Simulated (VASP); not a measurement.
Ga, 4 atoms in the cell. The structure is orthorhombic, space group Cmce (No. 64). The conventional cell has a = 4.480 Å, b = 7.593 Å, c = 4.486 Å, α = 90.00°, β = 90.00°, γ = 90.00°. Within 3.2 Å of Ga (site symmetry m) lie 7 Ga at 2.42 to 2.78 Å. 

* Program: VASP 6.6.1
* Task: electric field gradients
* Functional: PBE
* Potentials or basis: VASP PAW PBE potentials, release 64 (Ga_d)
* Cutoff: 520 eV
* k mesh: 9 × 9 × 8
* Occupations: fermi-dirac, width 0.05 eV
* Spin: no spin polarisation
* Dipole correction: no
* Further INCAR settings: ALGO = Normal; EDIFF = 1e-08; NBANDS = 34

Potentials or basis: VASP PAW PBE potentials, release 64 (Ga_d).

Launch:

```sh
$ cat potpaw_PBE.64/Ga_d/POTCAR > POTCAR
$ mpirun -np 1 vasp_std > vasp.out
```

Hardware: 1 thread of Intel Xeon 8259CL, on a shared host.

Problem. Estimate the wall time of this run.

Solution. Run time: 7.1 min on 1 thread of Intel Xeon 8259CL, on a shared host, peak memory 0.36 GiB. Counts: scf iterations 17, k points 125.
